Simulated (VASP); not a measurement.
# TiPd (Pm-3m) in VASP: vibrations by perturbation theory with LDA

Aim: the vibrations by perturbation theory of TiPd with LDA.

All numbers are computed with VASP 6.6.1; they aren't measurements. Logs are shortened: lines on timing, memory, paths and dates and some standing lists are left out, and cuts for length are marked.

### Step 1. The cell of the first run

Symmetry: Pm-3m, No. 221, cubic system. The conventional cell has a = 3.105 Å, b = 3.105 Å, c = 3.105 Å, α = 90.00°, β = 90.00°, γ = 90.00°. Within 3.5 Å of Ti (site symmetry m-3m) lie 8 Pd at 2.69 Å and 6 Ti at 3.10 Å. Within 3.5 Å of Pd (site symmetry m-3m) lie 8 Ti at 2.69 Å and 6 Pd at 3.10 Å.

### Step 2. Vibrations by perturbation theory, LDA

Input file INCAR:

```
SYSTEM = TiPd
PREC = Accurate
ENCUT = 520
EDIFF = 1E-8
ISMEAR = -1
SIGMA = 0.15
LREAL = .False.
LASPH = .True.
NELM = 100
ALGO = Normal
ISIF = 2
LWAVE = .False.
LCHARG = .False.
NBANDS = 18
IBRION = 8
NSW = 1
```

Input file KPOINTS:

```
regular mesh
0
Gamma
  14 14 14
  0 0 0
```

Input file POSCAR:

```
TiPd
1.0
    3.1045293033      0.0000000000      0.0000000000
    0.0000000000      3.1045293033      0.0000000000
    0.0000000000      0.0000000000      3.1045293033
Ti Pd
1 1
Direct
    0.5000000000      0.5000000000      0.5000000000
    0.0000000000      0.0000000000      0.0000000000
```

Potentials or basis: VASP PAW LDA potentials, release 64 (Ti_sv, Pd).

Started as:

```bash
$ cat potpaw_LDA.64/Ti_sv/POTCAR potpaw_LDA.64/Pd/POTCAR > POTCAR
$ mpirun -np 1 vasp_std > vasp.out
```

OUTCAR:

```text
SYSTEM = TiPd
   PREC = Accurate
   ENCUT = 520
   EDIFF = 1E-8
   ISMEAR = -1
   LREAL = .False.
   LASPH = .True.
   NELM = 100
   ISIF = 2
   IBRION = 8
   NSW = 1

 ion  position               nearest neighbor table
   1  0.500  0.500  0.500-   2 2.69   2 2.69   2 2.69   2 2.69   2 2.69   2 2.69   2 2.69   2 2.69

   2  0.000  0.000  0.000-   1 2.69   1 2.69   1 2.69   1 2.69   1 2.69   1 2.69   1 2.69   1 2.69

  LATTYP: Found a simple cubic cell.
 ALAT       =     3.1045293033

  Lattice vectors:

 A1 = (   3.1045293033,   0.0000000000,   0.0000000000)
 A2 = (   0.0000000000,   3.1045293033,   0.0000000000)
 A3 = (   0.0000000000,   0.0000000000,   3.1045293033)

Analysis of symmetry for initial positions (statically):
=====================================================================
 Subroutine PRICEL returns:
 Original cell was already a primitive cell.

 Routine SETGRP: Setting up the symmetry group for a
 simple cubic supercell.

 Subroutine GETGRP returns: Found 48 space group operations
 (whereof 48 operations were pure point group operations)
 out of a pool of 48 trial point group operations.

The static configuration has the point symmetry O_h .

Analysis of symmetry for dynamics (positions and initial velocities):
=====================================================================
 Subroutine PRICEL returns:
 Original cell was already a primitive cell.

 Routine SETGRP: Setting up the symmetry group for a
 simple cubic supercell.

 Subroutine GETGRP returns: Found 48 space group operations
 (whereof 48 operations were pure point group operations)
 out of a pool of 48 trial point group operations.

The dynamic configuration has the point symmetry O_h .

 Subroutine INISYM returns: Found 48 space group operations
 (whereof 48 operations are pure point group operations),
 and found     1 'primitive' translations

----------------------------------------------------------------------------------------

                                     Primitive cell

  volume of cell :      29.9218

  direct lattice vectors                    reciprocal lattice vectors
     3.104529303  0.000000000  0.000000000     0.322110021  0.000000000  0.000000000
     0.000000000  3.104529303  0.000000000     0.000000000  0.322110021  0.000000000
     0.000000000  0.000000000  3.104529303     0.000000000  0.000000000  0.322110021

  length of vectors
     3.104529303  3.104529303  3.104529303     0.322110021  0.322110021  0.322110021

  position of ions in fractional coordinates (direct lattice)
     0.500000000  0.500000000  0.500000000
     0.000000000  0.000000000  0.000000000

  ion indices of the primitive-cell ions
   primitive index   ion index
                 1           1
                 2           2

----------------------------------------------------------------------------------------

 KPOINTS: regular mesh

Automatic generation of k-mesh.
 Grid dimensions read from file:
 generate k-points for:   14   14   14

 Generating k-lattice:

  Cartesian coordinates                     Fractional coordinates (reciprocal lattice)
     0.023007859  0.000000000  0.000000000     0.071428571  0.000000000  0.000000000
     0.000000000  0.023007859  0.000000000     0.000000000  0.071428571  0.000000000
     0.000000000  0.000000000  0.023007859     0.000000000  0.000000000  0.071428571

  Length of vectors
     0.023007859  0.023007859  0.023007859

  Shift w.r.t. Gamma in fractional coordinates (k-lattice)
[... 68 lines left out ...]
   EFERMI_NEDOS =   21; number of points for ismear=-14 and -15
   IALGO  =     38    algorithm
   IMIX   =      4    mixing-type and parameters
     AMIX     =   0.40;   BMIX     =  1.00
     AMIX_MAG =   1.60;   BMIX_MAG =  1.00
  volume/ion in A,a.u.               =      14.96       100.96
  Fermi-wavevector in a.u.,A,eV,Ry     =   1.477588  2.792236 29.705133  2.183266
  Thomas-Fermi vector in A             =   2.591973
   LORBIT       =      0    0 simple, 1 ext, 2 COOP (PROOUT), +10 PAW based schemes
   GGA     = CA    functional components
   LHFCALC =     F    Hartree Fock is set to
   AEXX    =    0.0000 exact exchange contribution
   IVDW    =     0    specifies the selected vdW correction
   LEPSILON=     F    determine dielectric tensor
   LRPA    =     F    only Hartree local field effects (RPA)
 non-spin polarized calculation
  energy-cutoff  :      520.00
  volume of cell :       29.92
 maximum number of plane-waves:       840
 NGX is ok and might be reduce to    24
   NGX = 11   NGY = 11   NGZ = 11

--------------------------------------- Ionic step        1  -------------------------------------------

 number of electron      22.0000007 magnetization

 Free energy of the ion-electron system (eV)
  ---------------------------------------------------
  ext. energy  EPLUGINS =         0.00000000
  ---------------------------------------------------
  free energy    TOTEN  =       -16.12202363 eV

  energy without entropy =      -15.90925887  energy(sigma->0) =      -16.01564125

 E-fermi :  10.4374     XC(G=0): -12.9874

 val. band max:       10.4324142065   @ k =   0.3571   0.3571   0.1429
 cond. band min:      10.4374381132   @ k =   0.3571   0.2857   0.2857
 fundamental gap:      0.0050239067
 Fermi energy:        10.4373576200

 k-point     1 :       0.0000    0.0000    0.0000
  band No.  band energies     occupation
      1     -46.2347      2.00000
      2     -22.7646      2.00000
      3     -22.7646      2.00000
      4     -22.7646      2.00000
      5       2.7940      2.00000
      6       4.8471      2.00000
[... 481 lines left out ...]
      5       4.9842      2.00000
      6       5.5812      2.00000
[... 10 lines left out ...]
     17      19.8200      0.00000
     18      23.9455      0.00000

 [... further k-points ...]
[... 5 lines left out ...]
  --------------------------------------------------------------------------------------
  -------------------------------------------------------------------------------------
  Total        0.0620507      0.0620507      0.0620507     -0.0000000     -0.0000000      0.0000000
  in kB        3.3225365      3.3225365      3.3225365     -0.0000000     -0.0000000      0.0000000
  external PRESSURE =       3.3225365 kB  Pullay stress =       0.0000000 kB

 VOLUME and BASIS-vectors are now :
 -----------------------------------------------------------------------------
  energy-cutoff  :      520.00
  volume of cell :       29.92
      direct lattice vectors                 reciprocal lattice vectors
     3.104529303  0.000000000  0.000000000     0.322110021  0.000000000  0.000000000
     0.000000000  3.104529303  0.000000000     0.000000000  0.322110021  0.000000000
     0.000000000  0.000000000  3.104529303     0.000000000  0.000000000  0.322110021

 POSITION                                       TOTAL-FORCE (eV/Angst)
 -----------------------------------------------------------------------------------
      1.55226      1.55226      1.55226         0.000000      0.000000      0.000000
      0.00000      0.00000      0.00000         0.000000      0.000000      0.000000
 -----------------------------------------------------------------------------------
    total drift:                                0.000000      0.000000     -0.000000

  FREE ENERGIE OF THE ION-ELECTRON SYSTEM (eV)
  ---------------------------------------------------
  free  energy   TOTEN  =       -16.1220236271 eV

  energy  without entropy=      -15.9092588663  energy(sigma->0) =      -16.01564125

[... ionic steps 2 to 3 ...]

--------------------------------------- Ionic step        4  -------------------------------------------

------------------------ aborting loop because EDIFF is reached ----------------------------------------

[... ionic steps 5 to 6 ...]

--------------------------------------- Ionic step        7  -------------------------------------------

 Free energy of the ion-electron system (eV)
  ---------------------------------------------------
  ---------------------------------------------------
  free energy    TOTEN  =        -0.25213146 eV

  energy without entropy =       -0.25213142

------------------------ aborting loop because EDIFF is reached ----------------------------------------

 INTERNAL STRAIN TENSOR  FOR ION    2  DIRECTION 1   (eV/Angst):
 -----------------------------------------------------------------------------
     0.03892  0.00000 -0.00000
     0.00000 -0.01127  0.00000
     0.00000  0.00000 -0.01127

 INTERNAL STRAIN TENSOR FOR ION    2 for displacements in x,y,z  (eV/Angst):
          X           Y           Z          XY          YZ          ZX
  --------------------------------------------------------------------------------
  x     0.00000     0.00000     0.00000     0.00000     0.00000     0.00000
  y     0.00000     0.00000     0.00000     0.00000     0.00000     0.00000
  z     0.00000     0.00000     0.00000     0.00000     0.00000     0.00000

 SECOND DERIVATIVES (NOT SYMMETRIZED)
 ------------------------------------
               1X          1Y          1Z          2X          2Y          2Z
  1X    -3.693839    0.000000    0.000000    3.693839   -0.000000   -0.000000
  1Y     0.000000   -3.693839    0.000000   -0.000000    3.693839   -0.000000
  1Z    -0.000000    0.000000   -3.693839    0.000000   -0.000000    3.693839
  2X     3.703519    0.000000    0.000000   -3.703519   -0.000000   -0.000000
  2Y     0.000000    3.703519    0.000000   -0.000000   -3.703519   -0.000000
  2Z     0.000000    0.000000    3.703519   -0.000000   -0.000000   -3.703519

 Eigenvectors and eigenvalues of the dynamical matrix
 ----------------------------------------------------

   1 f  =    5.230709 THz    32.865514 2PiTHz  174.477670 cm-1    21.632464 meV
             X         Y         Z           dx          dy          dz
      1.552265  1.552265  1.552265     0.324499   -0.764091    0.000000
      0.000000  0.000000  0.000000    -0.217945    0.513191   -0.000000
[... 21 lines left out ...]
   6 f/i=    0.003168 THz     0.019905 2PiTHz    0.105671 cm-1     0.013102 meV
             X         Y         Z           dx          dy          dz
      1.552265  1.552265  1.552265     0.010419   -0.511753    0.221056
      0.000000  0.000000  0.000000     0.015512   -0.761950    0.329131

--------------------------------------------------------------------------------------------------------

 ELASTIC MODULI CONTR FROM IONIC RELAXATION (kBar)
 Direction    XX          YY          ZZ          XY          YZ          ZX
 --------------------------------------------------------------------------------
 XX           0.0000      0.0000      0.0000      0.0000      0.0000      0.0000
 YY           0.0000      0.0000      0.0000      0.0000      0.0000      0.0000
 ZZ           0.0000      0.0000      0.0000      0.0000      0.0000      0.0000
 XY           0.0000      0.0000      0.0000      0.0000      0.0000      0.0000
 YZ           0.0000      0.0000      0.0000      0.0000      0.0000      0.0000
 ZX           0.0000      0.0000      0.0000      0.0000      0.0000      0.0000
 --------------------------------------------------------------------------------
```

Wall time 4.7 min (1 thread of Intel Xeon Platinum 8559C (Emerald Rapids), shared host); peak memory 0.42 GiB.

What came out:

```yaml
Highest_phonon_frequency_at_Γ: 174 cm⁻¹
```

Phonon frequencies in cm⁻¹ (negative: imaginary):
```tsv
q point	frequencies
(0.000, 0.000, 0.000)	0 0 0 174 174 174
```
